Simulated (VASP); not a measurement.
# Zr3SeS2 (P4/mmm) in VASP: notebook

The runs below take Zr3SeS2 through single point, relaxation of cell and atoms, with PBE.

All numbers are computed with VASP 6.6.1; they aren't measurements. Logs are shortened: lines on timing, memory, paths and dates and some standing lists are left out, and cuts for length are marked.

### Step 1. The cell of the first run

The structure is tetragonal, space group P4/mmm (No. 123). Conventional cell: a = 3.270 Å, b = 3.270 Å, c = 9.818 Å, α = 90.00°, β = 90.00°, γ = 90.00°. Within 3.7 Å of Zr (site symmetry 4mm) lie 4 S at 2.81 Å and 4 Se at 2.87 Å and 6 Zr at 3.21 to 3.40 Å. Zr (site symmetry 4/mmm) has 8 S at 2.82 Å and 6 Zr at 3.21 to 3.27 Å within 3.7 Å. Within 3.8 Å of Se (site symmetry 4/mmm) lie 8 Zr at 2.87 Å and 4 Se at 3.27 Å and 2 S at 3.30 Å. S (site symmetry 4mm) has 8 Zr at 2.81 to 2.82 Å and 5 S at 3.22 to 3.27 Å and 1 Se at 3.30 Å within 3.7 Å.

The cell was built from a structure type or drawn by symmetry, and may not be a known phase.

### Step 2. Single point, PBE

Input file INCAR:

```
ALGO = Normal
EDIFF = 1E-7
ENCUT = 520
GGA = PE
ISIF = 2
ISMEAR = 0
LASPH = True
LCHARG = False
LREAL = False
LWAVE = False
NBANDS = 36
NELM = 80
PREC = Accurate
SIGMA = 0.1
```

Input file KPOINTS:

```
k-points
0
Gamma
  12 12 4
```

Input file POSCAR:

```
Zr3SeS2
1.0
    3.2695279322      0.0000000000      0.0000000000
    0.0000000000      3.2695279322      0.0000000000
    0.0000000000      0.0000000000      9.8177189804
Zr Se S
3 1 2
Direct
    0.5000000000      0.5000000000      0.1730986013
    0.5000000000      0.5000000000      0.5000000000
    0.5000000000      0.5000000000      0.8269013987
    0.0000000000      0.0000000000      0.0000000000
    0.0000000000      0.0000000000      0.3361558544
    0.0000000000      0.0000000000      0.6638441456
```

Potentials or basis: VASP PAW PBE potentials, release 64 (Zr_sv, Se, S).

Launch:

```bash
$ cat potpaw_PBE.64/Zr_sv/POTCAR potpaw_PBE.64/Se/POTCAR potpaw_PBE.64/S/POTCAR > POTCAR
$ mpirun -np 1 vasp_std > vasp.out
```

OUTCAR:

```text
EDIFF = 1E-7
   ENCUT = 520
   GGA = PE
   ISIF = 2
   ISMEAR = 0
   LASPH = True
   LREAL = False
   NELM = 80
   PREC = Accurate

 ion  position               nearest neighbor table
   1  0.500  0.500  0.173-   5 2.81   5 2.81   5 2.81   5 2.81   4 2.87   4 2.87   4 2.87   4 2.87
                             2 3.21   3 3.40
   2  0.500  0.500  0.500-   5 2.82   6 2.82   5 2.82   6 2.82   5 2.82   6 2.82   5 2.82   6 2.82
                             1 3.21   3 3.21
   3  0.500  0.500  0.827-   6 2.81   6 2.81   6 2.81   6 2.81   4 2.87   4 2.87   4 2.87   4 2.87
                             2 3.21   1 3.40
   4  0.000  0.000  0.000-   1 2.87   3 2.87   1 2.87   3 2.87   1 2.87   3 2.87   1 2.87   3 2.87

   5  0.000  0.000  0.336-   1 2.81   1 2.81   1 2.81   1 2.81   2 2.82   2 2.82   2 2.82   2 2.82

   6  0.000  0.000  0.664-   3 2.81   3 2.81   3 2.81   3 2.81   2 2.82   2 2.82   2 2.82   2 2.82

  LATTYP: Found a simple tetragonal cell.
 ALAT       =     3.2695279322
 C/A-ratio  =     3.0027940375

  Lattice vectors:

 A1 = (   3.2695279322,   0.0000000000,   0.0000000000)
 A2 = (   0.0000000000,   3.2695279322,   0.0000000000)
 A3 = (   0.0000000000,   0.0000000000,   9.8177189804)

Analysis of symmetry for initial positions (statically):
=====================================================================
 Subroutine PRICEL returns:
 Original cell was already a primitive cell.

 Routine SETGRP: Setting up the symmetry group for a
 simple tetragonal supercell.

 Subroutine GETGRP returns: Found 16 space group operations
 (whereof 16 operations were pure point group operations)
 out of a pool of 16 trial point group operations.

The static configuration has the point symmetry D_4h.

Analysis of symmetry for dynamics (positions and initial velocities):
=====================================================================
 Subroutine PRICEL returns:
 Original cell was already a primitive cell.

 Routine SETGRP: Setting up the symmetry group for a
 simple tetragonal supercell.

 Subroutine GETGRP returns: Found 16 space group operations
 (whereof 16 operations were pure point group operations)
 out of a pool of 16 trial point group operations.

The dynamic configuration has the point symmetry D_4h.

 Subroutine INISYM returns: Found 16 space group operations
 (whereof 16 operations are pure point group operations),
 and found     1 'primitive' translations

----------------------------------------------------------------------------------------

                                     Primitive cell

  volume of cell :     104.9496

  direct lattice vectors                    reciprocal lattice vectors
     3.269527932  0.000000000  0.000000000     0.305854552  0.000000000  0.000000000
     0.000000000  3.269527932  0.000000000     0.000000000  0.305854552  0.000000000
     0.000000000  0.000000000  9.817718980     0.000000000  0.000000000  0.101856653

  length of vectors
     3.269527932  3.269527932  9.817718980     0.305854552  0.305854552  0.101856653

  position of ions in fractional coordinates (direct lattice)
     0.500000000  0.500000000  0.173098601
     0.500000000  0.500000000  0.500000000
     0.500000000  0.500000000  0.826901399
     0.000000000  0.000000000  0.000000000
     0.000000000  0.000000000  0.336155854
     0.000000000  0.000000000  0.663844146

  ion indices of the primitive-cell ions
   primitive index   ion index
                 1           1
                 2           2
                 3           3
                 4           4
                 5           5
                 6           6

----------------------------------------------------------------------------------------

 KPOINTS: k-points

Automatic generation of k-mesh.
 Grid dimensions read from file:
 generate k-points for:   12   12    4

 Generating k-lattice:

  Cartesian coordinates                     Fractional coordinates (reciprocal lattice)
     0.025487879  0.000000000  0.000000000     0.083333333  0.000000000  0.000000000
     0.000000000  0.025487879  0.000000000     0.000000000  0.083333333  0.000000000
     0.000000000  0.000000000  0.025464163     0.000000000  0.000000000  0.250000000

  Length of vectors
     0.025487879  0.025487879  0.025464163

  Shift w.r.t. Gamma in fractional coordinates (k-lattice)
     0.000000000  0.000000000  0.000000000

 Subroutine IBZKPT returns following result:
 ===========================================

 Found     84 irreducible k-points:

 Following reciprocal coordinates:
            Coordinates               Weight
  0.000000  0.000000  0.000000      1.000000
  0.083333  0.000000  0.000000      4.000000
  0.166667  0.000000  0.000000      4.000000
  0.250000  0.000000  0.000000      4.000000
  0.333333  0.000000  0.000000      4.000000
  0.416667  0.000000  0.000000      4.000000
[... 16 lines left out ...]
  0.333333  0.333333  0.000000      4.000000
  0.416667  0.333333  0.000000      8.000000
 [... further k-points ...]
   k-points           NKPTS =     84   k-points in BZ     NKDIM =     84   number of bands    NBANDS=     36
   number of dos      NEDOS =    301   number of ions     NIONS =      6
   total plane-waves  NPLWV =  46080
   dimension x,y,z NGX =    24 NGY =   24 NGZ =   80
   dimension x,y,z NGXF=    48 NGYF=   48 NGZF=  160
   ions per type =               3   1   2
   NGX,Y,Z   is equivalent  to a cutoff of  12.20, 12.20, 13.55 a.u.
   NGXF,Y,Z  is equivalent  to a cutoff of  24.41, 24.41, 27.09 a.u.
 SYSTEM =  unknown system
   PREC   = accura    normal or accurate (medium, high low for compatibility)
   ISTART =      0    job   : 0-new  1-cont  2-samecut
   ICHARG =      2    charge: 1-file 2-atom 10-const
   ISPIN  =      1    spin polarized calculation?
   LNONCOLLINEAR =      F non collinear calculations
   LSORBIT =      F    spin-orbit coupling
   LASPH  =      T    aspherical Exc in radial PAW
   ENCUT  =  520.0 eV  38.22 Ry    6.18 a.u.   6.08  6.08 18.25*2*pi/ulx,y,z
   NELM   =     80;   NELMIN=  2; NELMDL= -5     # of ELM steps
   EDIFF  = 0.1E-06   stopping-criterion for ELM
   LREAL  =      F    real-space projection
   EDIFFG = 0.1E-05   stopping-criterion for IOM
   NSW    =      0    number of steps for IOM
   IBRION =     -1    ionic relax: 0-MD 1-quasi-New 2-CG
   NFREE  =      0    steps in history (QN), initial steepest desc. (CG)
   ISIF   =      2    stress and relaxation
   ISYM   =      2    0-nonsym 1-usesym 2-fastsym
   POTIM  = 0.5000    time-step for ionic-motion
   TEBEG  =    0.0;   TEEND  =   0.0 temperature during run
   PSTRESS=    0.0 pullay stress
   NELECT =      54.0000    total number of electrons
   NUPDOWN=      -1.0000    fix difference up-down
   EMIN   =  10.00;   EMAX   =-10.00  energy-range for DOS
   EFERMI =   0.00;   METHOD = LEGACY
   ISMEAR =     0;   SIGMA  =   0.10  broadening in eV -4-tet -1-fermi 0-gaus
   EFERMI_NEDOS =   21; number of points for ismear=-14 and -15
   IALGO  =     38    algorithm
   IMIX   =      4    mixing-type and parameters
     AMIX     =   0.40;   BMIX     =  1.00
     AMIX_MAG =   1.60;   BMIX_MAG =  1.00
  volume/ion in A,a.u.               =      17.49       118.04
  Fermi-wavevector in a.u.,A,eV,Ry     =   1.311835  2.479009 23.414413  1.720911
  Thomas-Fermi vector in A             =   2.442269
   LORBIT       =      0    0 simple, 1 ext, 2 COOP (PROOUT), +10 PAW based schemes
   GGA     = PE    functional components
   LHFCALC =     F    Hartree Fock is set to
   AEXX    =    0.0000 exact exchange contribution
   IVDW    =     0    specifies the selected vdW correction
   LEPSILON=     F    determine dielectric tensor
   LRPA    =     F    only Hartree local field effects (RPA)
 non-spin polarized calculation
 Gauss-broadening in eV      SIGMA  =   0.10
  energy-cutoff  :      520.00
  volume of cell :      104.95
 maximum number of plane-waves:      2864
   NGX = 13   NGY = 13   NGZ = 37

 number of electron      53.9999993 magnetization

 Free energy of the ion-electron system (eV)
  ---------------------------------------------------
  ext. energy  EPLUGINS =         0.00000000
  ---------------------------------------------------
  free energy    TOTEN  =       -44.85146274 eV

  energy without entropy =      -44.84369412  energy(sigma->0) =      -44.84757843

 E-fermi :  10.9023     XC(G=0): -11.6734

 val. band max:       10.9017815986   @ k =   0.0000   0.0000   0.2500
 cond. band min:      10.9047517744   @ k =   0.5000   0.2500   0.2500
 fundamental gap:      0.0029701758
 Fermi energy:        10.9022666807

 k-point     1 :       0.0000    0.0000    0.0000
  band No.  band energies     occupation
      1     -38.7078      2.00000
      2     -38.6430      2.00000
      3     -38.6352      2.00000
      4     -16.9831      2.00000
      5     -16.8936      2.00000
      6     -16.5637      2.00000
[... 28 lines left out ...]
     35      13.6203      0.00000
     36      13.6956      0.00000

 k-point     2 :       0.0833    0.0000    0.0000
  band No.  band energies     occupation
      1     -38.7052      2.00000
      2     -38.6404      2.00000
      3     -38.6326      2.00000
      4     -16.9769      2.00000
      5     -16.8874      2.00000
      6     -16.5988      2.00000
[... 28 lines left out ...]
     35      13.3825      0.00000
     36      13.6904      0.00000

 k-point     3 :       0.1667    0.0000    0.0000
  band No.  band energies     occupation
      1     -38.6980      2.00000
      2     -38.6332      2.00000
      3     -38.6255      2.00000
      4     -16.9600      2.00000
      5     -16.8705      2.00000
      6     -16.6938      2.00000
[... 28 lines left out ...]
     35      13.3855      0.00000
     36      13.6400      0.00000
[... 742 lines left out ...]
 k-point    23 :       0.3333    0.3333    0.0000
  band No.  band energies     occupation
      1     -38.6495      2.00000
      2     -38.5849      2.00000
      3     -38.5776      2.00000
      4     -16.8910      2.00000
      5     -16.8675      2.00000
      6     -16.8582      2.00000
[... 28 lines left out ...]
     35      13.4799      0.00000
     36      15.0449      0.00000

 k-point    24 :       0.4167    0.3333    0.0000
  band No.  band energies     occupation
      1     -38.6425      2.00000
      2     -38.5778      2.00000
      3     -38.5706      2.00000
      4     -16.9625      2.00000
      5     -16.8840      2.00000
      6     -16.8704      2.00000
[... 28 lines left out ...]
     35      14.0568      0.00000
     36      15.0325      0.00000

 [... further k-points ...]

------------------------ aborting loop because EDIFF is reached ----------------------------------------

  FORCE on cell =-STRESS in cart. coord.  units (eV):
  Direction    XX          YY          ZZ          XY          YZ          ZX
  --------------------------------------------------------------------------------------
  -------------------------------------------------------------------------------------
  Total        0.0442876      0.0442876      0.0404964      0.0000000      0.0000000      0.0000000
  in kB        0.6761015      0.6761015      0.6182245      0.0000000      0.0000000      0.0000000
  external PRESSURE =       0.6568091 kB  Pullay stress =       0.0000000 kB

 VOLUME and BASIS-vectors are now :
 -----------------------------------------------------------------------------
  energy-cutoff  :      520.00
  volume of cell :      104.95
      direct lattice vectors                 reciprocal lattice vectors
     3.269527932  0.000000000  0.000000000     0.305854552  0.000000000  0.000000000
     0.000000000  3.269527932  0.000000000     0.000000000  0.305854552  0.000000000
     0.000000000  0.000000000  9.817718980     0.000000000  0.000000000  0.101856653

 POSITION                                       TOTAL-FORCE (eV/Angst)
 -----------------------------------------------------------------------------------
      1.63476      1.63476      1.69943        -0.000000     -0.000000      0.002394
      1.63476      1.63476      4.90886         0.000000      0.000000      0.000000
      1.63476      1.63476      8.11829         0.000000      0.000000     -0.002394
      0.00000      0.00000      0.00000         0.000000      0.000000      0.000000
      0.00000      0.00000      3.30028         0.000000      0.000000      0.002441
      0.00000      0.00000      6.51744         0.000000      0.000000     -0.002441
 -----------------------------------------------------------------------------------
    total drift:                                0.000000     -0.000000      0.000000

  FREE ENERGIE OF THE ION-ELECTRON SYSTEM (eV)
  ---------------------------------------------------
  free  energy   TOTEN  =       -44.8514627356 eV

  energy  without entropy=      -44.8436941229  energy(sigma->0) =      -44.84757843
```

Wall time 7.6 min (1 thread of Intel Xeon 8259CL, shared host); peak memory 0.39 GiB.

Results:

```
Free energy            : -44.8515 eV
Pressure               : 0.1 GPa
Band gap on the k mesh : zero (bands 27 and 28 overlap by 2.61 eV)
```

Forces in eV/Å, atoms in the order of the input:
```
Zr   0.000  0.000  0.002
Zr   0.000  0.000  0.000
Zr   0.000  0.000 -0.002
Se   0.000  0.000  0.000
S    0.000  0.000  0.002
S    0.000  0.000 -0.002
```

### Step 3. Relaxation of cell and atoms, PBE

This run uses another cell than the first one, of 19.68 Å³/atom.

Input file INCAR:

```
  ALGO = Normal
  EDIFF = 1E-7
  EDIFFG = -0.04
  ENCUT = 600
  GGA = PE
  IBRION = 2
  ISIF = 3
  ISMEAR = 0
  LASPH = T
  LCHARG = F
  LREAL = F
  LWAVE = F
  NELM = 80
  NSW = 90
  PREC = Accurate
  SIGMA = 0.1
```

Input file KPOINTS:

```
k-points
0
Gamma
  6 6 2
```

Input file POSCAR:

```
Zr3SeS2
1.0
    3.3771932700      0.0000000000      0.0000000000
    0.0000000000      3.3771932700      0.0000000000
    0.0000000000      0.0000000000     10.3512074100
Zr Se S
3 1 2
Direct
    0.5000000000      0.5000000000      0.1817286000
    0.5000000000      0.5000000000      0.5000000000
    0.5000000000      0.5000000000      0.8182714000
    0.0000000000      0.0000000000      0.0000000000
    0.0000000000      0.0000000000      0.3392778000
    0.0000000000      0.0000000000      0.6607222000
```

Potentials or basis: VASP PAW PBE potentials, release 64 (Zr_sv, Se, S).

Launch:

```bash
$ cat potpaw_PBE.64/Zr_sv/POTCAR potpaw_PBE.64/Se/POTCAR potpaw_PBE.64/S/POTCAR > POTCAR
$ mpirun -np 1 vasp_std > vasp.out
```

Run time: 20 min. Hardware: 1 thread of Intel Xeon 8259CL, shared host; peak memory 0.32 GiB.

Results (log left out):

```yaml
Free_energy: -44.9807 eV
Relaxed_volume: 17.46 Å³/atom
Relaxed_cell: a = 3.268 Å, b = 3.268 Å, c = 9.814 Å, α = 90.00°, β = 90.00°, γ = 90.00°
Space_group_after_relaxing_to_0.1_Å: P4/mmm (No. 123)
Energy_gained_by_relaxing: 105.5 meV/atom
Ionic_steps: 11
Pressure_after_relaxing: 0.0 GPa
Largest_force_after_relaxing: 0.008 eV/Å
Band_gap_on_the_k_mesh: zero (bands 27 and 28 overlap by 2.61 eV)
```

Forces in eV/Å, atoms in the order of the input:
```
Zr   0.000  0.000 -0.002
Zr   0.000  0.000  0.000
Zr   0.000  0.000  0.002
Se   0.000  0.000  0.000
S    0.000  0.000 -0.008
S    0.000  0.000  0.008
```

The path:
| step | energy change (eV) | largest force (eV/Å) | pressure (GPa) | volume (Å³) |
| --- | --- | --- | --- | --- |
| 1 | 0.0000 | 0.5405 | -11.87 | 118.06 |
| 2 | -0.1080 | 0.8728 | 16.59 | 94.86 |
| 3 | -0.5656 | 0.7664 | 0.13 | 104.91 |
| 4 | -0.5657 | 0.7705 | 0.45 | 104.66 |
| 5 | -0.6119 | 0.4464 | 0.41 | 104.54 |
| 6 | -0.6280 | 0.1252 | 0.51 | 104.42 |
| 7 | -0.6306 | 0.0680 | -0.64 | 105.32 |
| 8 | -0.6316 | 0.0871 | -0.24 | 105.00 |
| 9 | -0.6324 | 0.0463 | 0.13 | 104.70 |
| 10 | -0.6324 | 0.0459 | 0.13 | 104.70 |
| 11 | -0.6327 | 0.0082 | 0.03 | 104.78 |

Final structure:
```
CELL_PARAMETERS angstrom
3.26763 0.00000 0.00000
0.00000 3.26763 0.00000
0.00000 0.00000 9.81370
ATOMIC_POSITIONS crystal
Zr 0.50000 0.50000 0.17285
Zr 0.50000 0.50000 0.50000
Zr 0.50000 0.50000 0.82715
Se 0.00000 0.00000 0.00000
S 0.00000 0.00000 0.33656
S 0.00000 0.00000 0.66344
```

Levels at points of the mesh, in eV from the Fermi level:
| k point | band 25 | band 26 | band 27 | band 28 | band 29 | band 30 |
| --- | --- | --- | --- | --- | --- | --- |
| (0.00, 0.00, 0.00) | -2.61 | -2.61 | -2.12 | -2.01 | 0.99 | 1.24 |
| (0.50, 0.00, 0.00) | -1.80 | -1.75 | -1.68 | 0.53 | 0.76 | 1.17 |
| (0.50, 0.50, 0.00) | -1.87 | 0.18 | 0.18 | 0.68 | 0.68 | 0.74 |
| (0.00, 0.00, 0.50) | -2.68 | -2.58 | -1.70 | -1.30 | -1.06 | 2.29 |
| (0.50, 0.00, 0.50) | -1.74 | -1.48 | -1.47 | 0.19 | 0.20 | 0.73 |
| (0.50, 0.50, 0.50) | -1.64 | -1.58 | 0.60 | 0.60 | 0.89 | 0.89 |
